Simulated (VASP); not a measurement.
# Li12Cd4H (a cell with a defect) in VASP: a series of runs

Li12Cd4H (a cell with a defect) is run at these levels: LDA; tasks: single point.

Program: VASP 6.6.1. These are calculated values, not measurements. Logs are shortened: lines on timing, memory, paths and dates and some standing lists are left out, and cuts for length are marked.

## Step 1: The cell of the first run

The cell holds a defect, 17 atoms: a = 6.612 Å, b = 6.612 Å, c = 6.612 Å, α = 90.00°, β = 90.00°, γ = 90.00°.

## Step 2: Single point, LDA

Input file INCAR:

```
SYSTEM = Li12Cd4H
PREC = Accurate ; ENCUT = 520
EDIFF = 1E-7 ; ISMEAR = 0
SIGMA = 0.15 ; LREAL = Auto
LASPH = .True. ; NELM = 100
ALGO = Normal ; ISIF = 2
LWAVE = .False. ; LCHARG = .True.
GGA = CA ; LELF = .True.
LVHAR = .True. ; NBANDS = 56
```

Input file KPOINTS:

```
Automatic mesh
0
Gamma
  3 3 3
  0 0 0
```

Input file POSCAR:

```
Li12Cd4H
1.0
    6.6123880000      0.0000000000      0.0000000000
    0.0000000000      6.6123880000      0.0000000000
    0.0000000000      0.0000000000      6.6123880000
Li Cd H
12 4 1
Direct
    0.2662452657      0.2410835541      0.2487428142
    0.7614073766      0.7459049590      0.7516747354
    0.5106282329      0.4992430874      0.5041632463
    0.7384613547      0.7745086949      0.2486566124
    0.2519127734      0.2585788977      0.7511942735
    0.0141959304     -0.0008313184      0.5083927319
    0.7612747467      0.2522993206      0.7516379862
    0.2657762975      0.7568352008      0.2487013769
   -0.0052551363      0.4989463716      0.0199669166
    0.2518495587      0.7396882942      0.7512214952
    0.7384796536      0.2238834140      0.2486750626
    0.5041667246     -0.0009297700     -0.0242450987
    0.0129319393     -0.0007947205     -0.0042548925
    0.5098137012      0.4991766968     -0.0003572083
    0.4986845902     -0.0010102251      0.5329176086
   -0.0020963682      0.4990402862      0.4870479470
    0.5616733319     -0.0005870799      0.2457484346
```

Potentials or basis: VASP PAW LDA potentials, release 64 (Li_sv, Cd, H).

Command:

```bash
$ cat potpaw_LDA.64/Li_sv/POTCAR potpaw_LDA.64/Cd/POTCAR potpaw_LDA.64/H/POTCAR > POTCAR
$ mpirun -np 1 vasp_std > vasp.out
```

OUTCAR:

```text
SYSTEM = Li12Cd4H
   PREC = Accurate
   ENCUT = 520
   EDIFF = 1E-7
   ISMEAR = 0
   LREAL = Auto
   LASPH = .True.
   NELM = 100
   ISIF = 2
   GGA = CA

 ion  position               nearest neighbor table
   1  0.266  0.241  0.249-  13 2.86  14 2.87  15 2.91  16 2.92
   2  0.761  0.746  0.752-  15 2.81  14 2.85  16 2.86  13 2.86
   3  0.511  0.499  0.504-
   4  0.738  0.775  0.249-  15 2.87  13 2.88  14 2.88  16 2.96
   5  0.252  0.259  0.751-  15 2.77  13 2.84  14 2.85  16 2.90
   6  0.014  0.999  0.508-
   7  0.761  0.252  0.752-  15 2.81  14 2.85  16 2.86  13 2.86
   8  0.266  0.757  0.249-  13 2.86  14 2.87  15 2.91  16 2.92
   9  0.995  0.499  0.020-  16 3.09
  10  0.252  0.740  0.751-  15 2.77  13 2.84  14 2.85  16 2.90
  11  0.738  0.224  0.249-  15 2.87  13 2.88  14 2.88  16 2.96
  12  0.504  0.999  0.976-  15 2.93
  13  0.013  0.999  0.996-   5 2.84  10 2.84   8 2.86   1 2.86   7 2.86   2 2.86  11 2.88   4 2.88

  14  0.510  0.499  1.000-   2 2.85   7 2.85  10 2.85   5 2.85   8 2.87   1 2.87  11 2.88   4 2.88

  15  0.499  0.999  0.533-  17 1.94  10 2.77   5 2.77   2 2.81   7 2.81   4 2.87  11 2.87   1 2.91
                             8 2.91  12 2.93
  16  0.998  0.499  0.487-   7 2.86   2 2.86   5 2.90  10 2.90   8 2.92   1 2.92  11 2.96   4 2.96
                             9 3.09
  17  0.562  0.999  0.246-  15 1.94

  LATTYP: Found a simple cubic cell.
 ALAT       =     6.6123880000

  Lattice vectors:

 A1 = (   6.6123880000,   0.0000000000,   0.0000000000)
 A2 = (   0.0000000000,   6.6123880000,   0.0000000000)
 A3 = (   0.0000000000,   0.0000000000,   6.6123880000)

Analysis of symmetry for initial positions (statically):
=====================================================================
 Subroutine PRICEL returns:
 Original cell was already a primitive cell.

 Routine SETGRP: Setting up the symmetry group for a
 simple cubic supercell.

 Subroutine GETGRP returns: Found  1 space group operations
 (whereof  1 operations were pure point group operations)
 out of a pool of 48 trial point group operations.

The static configuration has the point symmetry C_1 .

Analysis of symmetry for dynamics (positions and initial velocities):
=====================================================================
 Subroutine PRICEL returns:
 Original cell was already a primitive cell.

 Routine SETGRP: Setting up the symmetry group for a
 simple cubic supercell.

 Subroutine GETGRP returns: Found  1 space group operations
 (whereof  1 operations were pure point group operations)
 out of a pool of 48 trial point group operations.

The dynamic configuration has the point symmetry C_1 .

 Subroutine INISYM returns: Found  1 space group operations
 (whereof  1 operations are pure point group operations),
 and found     1 'primitive' translations

----------------------------------------------------------------------------------------

                                     Primitive cell

  volume of cell :     289.1179

  direct lattice vectors                    reciprocal lattice vectors
     6.612388000  0.000000000  0.000000000     0.151231295  0.000000000  0.000000000
     0.000000000  6.612388000  0.000000000     0.000000000  0.151231295  0.000000000
     0.000000000  0.000000000  6.612388000     0.000000000  0.000000000  0.151231295

  length of vectors
     6.612388000  6.612388000  6.612388000     0.151231295  0.151231295  0.151231295

  position of ions in fractional coordinates (direct lattice)
     0.266245266  0.241083554  0.248742814
     0.761407377  0.745904959  0.751674735
     0.510628233  0.499243087  0.504163246
     0.738461355  0.774508695  0.248656612
     0.251912773  0.258578898  0.751194273
     0.014195930  0.999168682  0.508392732
[... 9 lines left out ...]
     0.997903632  0.499040286  0.487047947
     0.561673332  0.999412920  0.245748435

  ion indices of the primitive-cell ions
   primitive index   ion index
                 1           1
                 2           2
                 3           3
                 4           4
                 5           5
                 6           6
[... 9 lines left out ...]
                16          16
                17          17

----------------------------------------------------------------------------------------

 KPOINTS: Automatic mesh

Automatic generation of k-mesh.
 Grid dimensions read from file:
 generate k-points for:    3    3    3

 Generating k-lattice:

  Cartesian coordinates                     Fractional coordinates (reciprocal lattice)
     0.050410432  0.000000000  0.000000000     0.333333333  0.000000000  0.000000000
     0.000000000  0.050410432  0.000000000     0.000000000  0.333333333  0.000000000
     0.000000000  0.000000000  0.050410432     0.000000000  0.000000000  0.333333333

  Length of vectors
     0.050410432  0.050410432  0.050410432

  Shift w.r.t. Gamma in fractional coordinates (k-lattice)
     0.000000000  0.000000000  0.000000000

 Subroutine IBZKPT returns following result:
 ===========================================

 Found     14 irreducible k-points:

 Following reciprocal coordinates:
            Coordinates               Weight
  0.000000  0.000000  0.000000      1.000000
  0.333333  0.000000  0.000000      2.000000
  0.000000  0.333333  0.000000      2.000000
  0.000000  0.000000  0.333333      2.000000
  0.333333  0.333333  0.000000      2.000000
  0.000000  0.333333  0.333333      2.000000
  0.333333  0.000000  0.333333      2.000000
 -0.333333  0.333333  0.000000      2.000000
 -0.333333  0.000000  0.333333      2.000000
  0.000000 -0.333333  0.333333      2.000000
  0.333333  0.333333  0.333333      2.000000
 -0.333333  0.333333  0.333333      2.000000
 -0.333333 -0.333333  0.333333      2.000000
  0.333333 -0.333333  0.333333      2.000000
   k-points           NKPTS =     14   k-points in BZ     NKDIM =     14   number of bands    NBANDS=     56
   number of dos      NEDOS =    301   number of ions     NIONS =     17
   total plane-waves  NPLWV = 125000
   dimension x,y,z NGX =    50 NGY =   50 NGZ =   50
   dimension x,y,z NGXF=   100 NGYF=  100 NGZF=  100
   ions per type =              12   4   1
   NGX,Y,Z   is equivalent  to a cutoff of  12.57, 12.57, 12.57 a.u.
   NGXF,Y,Z  is equivalent  to a cutoff of  25.14, 25.14, 25.14 a.u.
 SYSTEM =  Li12Cd4H
   PREC   = accura    normal or accurate (medium, high low for compatibility)
   ISTART =      0    job   : 0-new  1-cont  2-samecut
   ICHARG =      2    charge: 1-file 2-atom 10-const
   ISPIN  =      1    spin polarized calculation?
   LNONCOLLINEAR =      F non collinear calculations
   LSORBIT =      F    spin-orbit coupling
   LASPH  =      T    aspherical Exc in radial PAW
   ENCUT  =  520.0 eV  38.22 Ry    6.18 a.u.  12.29 12.29 12.29*2*pi/ulx,y,z
   NELM   =    100;   NELMIN=  2; NELMDL= -5     # of ELM steps
   EDIFF  = 0.1E-06   stopping-criterion for ELM
   LREAL  =      T    real-space projection
   EDIFFG = 0.1E-05   stopping-criterion for IOM
   NSW    =      0    number of steps for IOM
   IBRION =     -1    ionic relax: 0-MD 1-quasi-New 2-CG
   NFREE  =      0    steps in history (QN), initial steepest desc. (CG)
   ISIF   =      2    stress and relaxation
   ISYM   =      2    0-nonsym 1-usesym 2-fastsym
   POTIM  = 0.5000    time-step for ionic-motion
   TEBEG  =    0.0;   TEEND  =   0.0 temperature during run
   PSTRESS=    0.0 pullay stress
   NELECT =      85.0000    total number of electrons
   NUPDOWN=      -1.0000    fix difference up-down
   EMIN   =  10.00;   EMAX   =-10.00  energy-range for DOS
   EFERMI =   0.00;   METHOD = LEGACY
   ISMEAR =     0;   SIGMA  =   0.15  broadening in eV -4-tet -1-fermi 0-gaus
   EFERMI_NEDOS =   21; number of points for ismear=-14 and -15
   IALGO  =     38    algorithm
   IMIX   =      4    mixing-type and parameters
     AMIX     =   0.40;   BMIX     =  1.00
     AMIX_MAG =   1.60;   BMIX_MAG =  1.00
  volume/ion in A,a.u.               =      17.01       114.77
  Fermi-wavevector in a.u.,A,eV,Ry     =   1.088569  2.057098 16.122679  1.184983
  Thomas-Fermi vector in A             =   2.224754
   LORBIT       =      0    0 simple, 1 ext, 2 COOP (PROOUT), +10 PAW based schemes
   GGA     = CA    functional components
   LHFCALC =     F    Hartree Fock is set to
   AEXX    =    0.0000 exact exchange contribution
   IVDW    =     0    specifies the selected vdW correction
   LEPSILON=     F    determine dielectric tensor
   LRPA    =     F    only Hartree local field effects (RPA)
 non-spin polarized calculation
 Gauss-broadening in eV      SIGMA  =   0.15
  energy-cutoff  :      520.00
  volume of cell :      289.12
 maximum number of plane-waves:      7809
 NGX is ok and might be reduce to    50
   NGX = 25   NGY = 25   NGZ = 25

 number of electron      84.9999974 magnetization

 Free energy of the ion-electron system (eV)
  ---------------------------------------------------
  ext. energy  EPLUGINS =         0.00000000
  ---------------------------------------------------
  free energy    TOTEN  =       -37.46921852 eV

  energy without entropy =      -37.42552974  energy(sigma->0) =      -37.44737413

 E-fermi :   1.4744     XC(G=0):  -8.8034

 val. band max:        1.4139539725   @ k =   0.0000   0.3333   0.0000
 cond. band min:       1.5474765837   @ k =   0.0000   0.0000   0.3333
 fundamental gap:      0.1335226112
 Fermi energy:         1.4743813722

 k-point     1 :       0.0000    0.0000    0.0000
  band No.  band energies     occupation
      1     -44.0911      2.00000
      2     -44.0181      2.00000
      3     -44.0106      2.00000
      4     -43.9041      2.00000
      5     -43.8811      2.00000
      6     -43.8794      2.00000
[... 46 lines left out ...]
     53       5.3051      0.00000
     54       5.4476      0.00000

 k-point     2 :       0.3333    0.0000    0.0000
  band No.  band energies     occupation
      1     -44.0911      2.00000
      2     -44.0181      2.00000
      3     -44.0107      2.00000
      4     -43.9041      2.00000
      5     -43.8811      2.00000
      6     -43.8794      2.00000
[... 676 lines left out ...]
 k-point    14 :       0.3333   -0.3333    0.3333
  band No.  band energies     occupation
      1     -44.0911      2.00000
      2     -44.0181      2.00000
      3     -44.0106      2.00000
      4     -43.9041      2.00000
      5     -43.8807      2.00000
      6     -43.8797      2.00000
[... 46 lines left out ...]
     53       5.0444      0.00000
     54       5.8174      0.00000
 [bands above 54 left out]

------------------------ aborting loop because EDIFF is reached ----------------------------------------

  FORCE on cell =-STRESS in cart. coord.  units (eV):
  Direction    XX          YY          ZZ          XY          YZ          ZX
  --------------------------------------------------------------------------------------
  -------------------------------------------------------------------------------------
  Total       -4.1245771     -3.9407228     -2.2091710      0.0047746     -0.0040311     -0.2382418
  in kB      -22.8567788    -21.8379306    -12.2423540      0.0264590     -0.0223388     -1.3202421
  external PRESSURE =     -18.9790211 kB  Pullay stress =       0.0000000 kB

 VOLUME and BASIS-vectors are now :
 -----------------------------------------------------------------------------
  energy-cutoff  :      520.00
  volume of cell :      289.12
      direct lattice vectors                 reciprocal lattice vectors
     6.612388000  0.000000000  0.000000000     0.151231295  0.000000000  0.000000000
     0.000000000  6.612388000  0.000000000     0.000000000  0.151231295  0.000000000
     0.000000000  0.000000000  6.612388000     0.000000000  0.000000000  0.151231295

 POSITION                                       TOTAL-FORCE (eV/Angst)
 -----------------------------------------------------------------------------------
      1.76052      1.59414      1.64478         0.014783     -0.008413     -0.000186
      5.03472      4.93221      4.97037         0.007650     -0.003234      0.001082
      3.37647      3.30119      3.33372         0.004212     -0.000688      0.001149
      4.88299      5.12135      1.64421        -0.007498      0.008940     -0.001585
      1.66574      1.70982      4.96719        -0.002300      0.002175      0.001885
      0.09387      6.60689      3.36169        -0.000124      0.000013     -0.000167
[... 9 lines left out ...]
      6.59853      3.29985      3.22055         0.003601      0.000379     -0.009269
      3.71400      6.60851      1.62498        -0.043551     -0.000496     -0.029488
 -----------------------------------------------------------------------------------
    total drift:                                0.007778     -0.002956     -0.003964

  FREE ENERGIE OF THE ION-ELECTRON SYSTEM (eV)
  ---------------------------------------------------
  free  energy   TOTEN  =       -37.4692185248 eV

  energy  without entropy=      -37.4255297411  energy(sigma->0) =      -37.44737413
```

Run time: 3.2 min. Hardware: 1 thread of AMD EPYC 9R45 (Zen 5), shared host; peak memory 0.33 GiB.

Results:

* Free energy: -37.4692 eV
* Largest force: 0.053 eV/Å
* Band gap on the k mesh: zero (an odd number of electrons rules out a gap without spin polarisation)

Forces in eV/Å, atoms in the order of the input:
```
Li   0.015 -0.008  0.000
Li   0.008 -0.003  0.001
Li   0.004 -0.001  0.001
Li  -0.007  0.009 -0.002
Li  -0.002  0.002  0.002
Li   0.000  0.000  0.000
Li   0.010  0.005  0.001
Li   0.017  0.010 -0.001
Li   0.003  0.001  0.012
Li  -0.003 -0.006  0.000
Li  -0.006 -0.009 -0.002
Li  -0.002  0.000 -0.019
Cd   0.001  0.001  0.003
Cd   0.004  0.000 -0.002
Cd  -0.001  0.001  0.043
Cd   0.004  0.000 -0.009
H   -0.044  0.000 -0.029
```

Caveat: the cutoff is under 1.25 times the usual one of these potentials, so pressure, stress and relaxed cells hold a basis-set (Pulay) error.

[end of part 1 of 2]
